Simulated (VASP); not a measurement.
# NaCl (Fm-3m) in VASP: a series of runs, part 2 of 2

VASP 6.6.1.

## Step 3: Single point, r2SCAN

Input file POSCAR:

```
NaCl
1.0
    2.6078211641      2.6078211641      0.0000000000
   -2.6078211641      2.6078211641      0.0000000000
    0.0000000000      2.6078211641      2.6078211641
Na Cl
1 1
Direct
    0.0000000000      0.0000000000      0.0000000000
    0.5000000000      0.5000000000      0.0000000000
```

Input file INCAR.step1:

```
SYSTEM = NaCl
PREC = Accurate ; ENCUT = 550
ISMEAR = 0 ; SIGMA = 0.01
LREAL = .False. ; LASPH = .True.
NELM = 120 ; NBANDS = 14
GGA = PE ; ALGO = Normal
EDIFF = 1E-5 ; LWAVE = .True.
LCHARG = .False. ; GGA_COMPAT = .False.
```

Input file INCAR.step2:

```
SYSTEM = NaCl
PREC = Accurate ; ENCUT = 550
EDIFF = 1E-6 ; ISMEAR = 0
SIGMA = 0.01 ; LREAL = .False.
LASPH = .True. ; NELM = 120
ALGO = Normal ; ISIF = 2
LWAVE = .False. ; LCHARG = .False.
METAGGA = R2SCAN ; LMIXTAU = .True.
NBANDS = 14 ; ISTART = 1
GGA_COMPAT = .False.
```

Input file KPOINTS:

```
regular mesh
0
Gamma
  8 8 8
  0 0 0
```

Potentials or basis: VASP PAW PBE potentials, release 64 (Na_pv, Cl).

Started as:

```
$ cat potpaw_PBE.64/Na_pv/POTCAR potpaw_PBE.64/Cl/POTCAR > POTCAR
$ cp INCAR.step1 INCAR
$ mpirun -np 1 vasp_std > vasp.out
$ cp INCAR.step2 INCAR
$ mpirun -np 1 vasp_std > vasp.out
```

OUTCAR:

```text
SYSTEM = NaCl
   PREC = Accurate
   ENCUT = 550
   EDIFF = 1E-6
   ISMEAR = 0
   LREAL = .False.
   LASPH = .True.
   NELM = 120
   ISIF = 2
   METAGGA = R2SCAN
   ISTART = 1

 ion  position               nearest neighbor table
   1  0.000  0.000  0.000-   2 2.61   2 2.61   2 2.61   2 2.61   2 2.61   2 2.61
   2  0.500  0.500  0.000-   1 2.61   1 2.61   1 2.61   1 2.61   1 2.61   1 2.61

  LATTYP: Found a face centered cubic cell.
 ALAT       =     5.2156423282

  Lattice vectors:

 A1 = (   0.0000000000,   2.6078211641,   2.6078211641)
 A2 = (   2.6078211641,   0.0000000000,   2.6078211641)
 A3 = (   2.6078211641,   2.6078211641,   0.0000000000)

Analysis of symmetry for initial positions (statically):
=====================================================================
 Subroutine PRICEL returns:
 Original cell was already a primitive cell.

 Routine SETGRP: Setting up the symmetry group for a
 face centered cubic supercell.

 Subroutine GETGRP returns: Found 48 space group operations
 (whereof 48 operations were pure point group operations)
 out of a pool of 48 trial point group operations.

The static configuration has the point symmetry O_h .

Analysis of symmetry for dynamics (positions and initial velocities):
=====================================================================
 Subroutine PRICEL returns:
 Original cell was already a primitive cell.

 Routine SETGRP: Setting up the symmetry group for a
 face centered cubic supercell.

 Subroutine GETGRP returns: Found 48 space group operations
 (whereof 48 operations were pure point group operations)
 out of a pool of 48 trial point group operations.

The dynamic configuration has the point symmetry O_h .

 Subroutine INISYM returns: Found 48 space group operations
 (whereof 48 operations are pure point group operations),
 and found     1 'primitive' translations

----------------------------------------------------------------------------------------

                                     Primitive cell

[... 120 lines left out ...]
   LRPA    =     F    only Hartree local field effects (RPA)
 non-spin polarized calculation
 Gauss-broadening in eV      SIGMA  =   0.01
  energy-cutoff  :      550.00
  volume of cell :       35.47
 maximum number of plane-waves:      1056
   NGX = 15   NGY = 15   NGZ = 15

 number of electron      14.0000007 magnetization

 Free energy of the ion-electron system (eV)
  ---------------------------------------------------
  ext. energy  EPLUGINS =         0.00000000
  ---------------------------------------------------
  free energy    TOTEN  =       -13.58987928 eV

  energy without entropy =      -13.58987928  energy(sigma->0) =      -13.58987928

 E-fermi :   0.5200     XC(G=0):  -9.7842

 val. band max:        0.4378696250   @ k =   0.0000   0.0000   0.0000
 cond. band min:       7.5246652129   @ k =   0.0000   0.0000   0.0000
 fundamental gap:      7.0867955880
 Fermi energy:         0.5199598521

 k-point     1 :       0.0000    0.0000    0.0000
  band No.  band energies     occupation
      1     -20.7676      2.00000
      2     -20.7676      2.00000
      3     -20.7676      2.00000
      4     -13.4606      2.00000
      5       0.4379      2.00000
      6       0.4379      2.00000
      7       0.4379      2.00000
      8       7.5247      0.00000
      9      12.3235      0.00000
     10      12.3235      0.00000
     11      12.3235      0.00000
     12      14.9088      0.00000
     13      14.9088      0.00000
     14      17.0350      0.00000
[... 377 lines left out ...]
      1     -20.8349      2.00000
      2     -20.7877      2.00000
      3     -20.7779      2.00000
      4     -12.7407      2.00000
      5      -1.9490      2.00000
      6      -0.7244      2.00000
      7      -0.2185      2.00000
      8      10.0431      0.00000
      9      11.5373      0.00000
     10      12.7778      0.00000
     11      13.8639      0.00000
     12      16.8648      0.00000
     13      18.7684      0.00000
     14      19.5076      0.00000

 [... further k-points ...]

------------------------ aborting loop because EDIFF is reached ----------------------------------------

  FORCE on cell =-STRESS in cart. coord.  units (eV):
  Direction    XX          YY          ZZ          XY          YZ          ZX
  --------------------------------------------------------------------------------------
  -------------------------------------------------------------------------------------
  Total        2.1321146      2.1321146      2.1321146     -0.0000000     -0.0000000     -0.0000000
  in kB       96.3069675     96.3069675     96.3069675     -0.0000000     -0.0000000     -0.0000000
  external PRESSURE =      96.3069675 kB  Pullay stress =       0.0000000 kB

 VOLUME and BASIS-vectors are now :
 -----------------------------------------------------------------------------
  energy-cutoff  :      550.00
  volume of cell :       35.47
      direct lattice vectors                 reciprocal lattice vectors
     2.607821164  2.607821164  0.000000000     0.191730939  0.191730939 -0.191730939
    -2.607821164  2.607821164  0.000000000    -0.191730939  0.191730939 -0.191730939
     0.000000000  2.607821164  2.607821164     0.000000000  0.000000000  0.383461878

 POSITION                                       TOTAL-FORCE (eV/Angst)
 -----------------------------------------------------------------------------------
      0.00000      0.00000      0.00000         0.000000     -0.000000      0.000000
      0.00000      2.60782      0.00000        -0.000000      0.000000      0.000000
 -----------------------------------------------------------------------------------
    total drift:                               -0.000000      0.000000     -0.000000

  FREE ENERGIE OF THE ION-ELECTRON SYSTEM (eV)
  ---------------------------------------------------
  free  energy   TOTEN  =       -13.5898792841 eV

  energy  without entropy=      -13.5898792841  energy(sigma->0) =      -13.58987928
```

OUTCAR.step1:

```text
SYSTEM = NaCl
   PREC = Accurate
   ENCUT = 550
   ISMEAR = 0
   LREAL = .False.
   LASPH = .True.
[... 629 lines left out ...]
      0.00000      0.00000      0.00000        -0.000000      0.000000      0.000000
      0.00000      2.60782      0.00000         0.000000     -0.000000      0.000000
 -----------------------------------------------------------------------------------
    total drift:                               -0.000000      0.000000     -0.000000

  FREE ENERGIE OF THE ION-ELECTRON SYSTEM (eV)
  ---------------------------------------------------
  free  energy   TOTEN  =        -6.4742015677 eV

  energy  without entropy=       -6.4742015677  energy(sigma->0) =       -6.47420157
```

Wall time 54 s (1 thread of Intel Xeon Platinum 8559C (Emerald Rapids), shared host); peak memory 0.16 GiB.

What came out:

```
Free energy            : -13.5899 eV
Pressure               : 9.6 GPa
Band gap on the k mesh : 7.09 eV
```

Caveat: the cell stands under pressure; the PAW data sets were made with another functional, which shifts forces and pressure a little.

## Step 4: Single point, r2SCAN

This run uses another cell than the first one, of 18.59 Å³/atom.

Input file POSCAR:

```
NaCl
1.0
    2.6492053641      2.6492053641      0.0000000000
   -2.6492053641      2.6492053641      0.0000000000
    0.0000000000      2.6492053641      2.6492053641
Na Cl
1 1
Direct
    0.0000000000      0.0000000000      0.0000000000
    0.5000000000      0.5000000000      0.0000000000
```

Input file INCAR.step1:

```
PREC = Accurate
ENCUT = 550
ISMEAR = 0
SIGMA = 0.01
LREAL = False
LASPH = True
NELM = 120
NBANDS = 14
GGA = PE
ALGO = Normal
EDIFF = 1E-5
LWAVE = True
LCHARG = False
GGA_COMPAT = False
```

Input file INCAR.step2:

```
PREC = Accurate
ENCUT = 550
EDIFF = 1E-6
ISMEAR = 0
SIGMA = 0.01
LREAL = False
LASPH = True
NELM = 120
ALGO = Normal
ISIF = 2
LWAVE = False
LCHARG = False
METAGGA = R2SCAN
LMIXTAU = True
NBANDS = 14
ISTART = 1
GGA_COMPAT = False
```

Input file KPOINTS:

```
Automatic mesh
0
Gamma
  8 8 8
```

Started as:

```
$ cat potpaw_PBE.64/Na_pv/POTCAR potpaw_PBE.64/Cl/POTCAR > POTCAR
$ cp INCAR.step1 INCAR
$ mpirun -np 1 vasp_std > vasp.out
$ cp INCAR.step2 INCAR
$ mpirun -np 1 vasp_std > vasp.out
```

Run time: 58 s. Hardware: 1 thread of Intel Xeon Platinum 8559C (Emerald Rapids), shared host; peak memory 0.16 GiB.

The run converged. Its results:

```
Free energy            : -13.6753 eV
Pressure               : 6.7 GPa
Band gap on the k mesh : 6.82 eV
```

Levels at points of the mesh, in eV from the valence-band top:
```csv
k point,band 4,band 5,band 6,band 7,band 8,band 9,band 10,band 11
"(0.00, 0.00, 0.00)",-13.74,0.00,0.00,0.00,6.82,11.88,11.88,11.88
"(0.50, 0.00, 0.00)",-13.15,-2.57,-0.41,-0.41,8.28,12.19,12.19,13.28
"(0.50, 0.50, 0.00)",-13.10,-2.25,-0.82,-0.82,8.37,8.98,13.73,16.69
```

Caveat: the cell stands under pressure; the PAW data sets were made with another functional, which shifts forces and pressure a little.
